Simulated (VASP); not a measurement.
Input of a VASP 6.6.1 run:

The input INCAR:

```
ALGO = Normal
EDIFF = 1E-6
ENCUT = 500
GGA = PE
GGA_COMPAT = F
ISIF = 2
ISMEAR = 0
LASPH = T
LCHARG = F
LREAL = F
LWAVE = F
NBANDS = 26
NELM = 120
PREC = Accurate
SIGMA = 0.1
```

File KPOINTS:

```
k-points
0
Gamma
  4 4 4
```

Contents of POSCAR:

```
SiSnTe3
1.0
    4.9559874100      0.0000000000      0.0000000000
    0.0000000000      4.9559874100      0.0000000000
    0.0000000000      0.0000000000      4.9559874100
Si Sn Te
1 1 3
Direct
    0.5000000000      0.5000000000      0.5000000000
    0.0000000000      0.0000000000      0.0000000000
    0.0000000000      0.5000000000      0.5000000000
    0.5000000000      0.0000000000      0.5000000000
    0.5000000000      0.5000000000      0.0000000000
```

Potentials or basis: VASP PAW PBE potentials, release 64 (Si, Sn_d, Te).

Command:

```bash
$ cat potpaw_PBE.64/Si/POTCAR potpaw_PBE.64/Sn_d/POTCAR potpaw_PBE.64/Te/POTCAR > POTCAR
$ mpirun -np 1 vasp_std > vasp.out
```

Estimate the pressure.

15.8 GPa.

What does it give for the band gap on the k mesh?

Zero (band 18 reaches 10.01 eV, above the bottom of band 19 at 7.61 eV).

Caveat: spin-orbit coupling is left out, which moves the levels of the heavy elements.
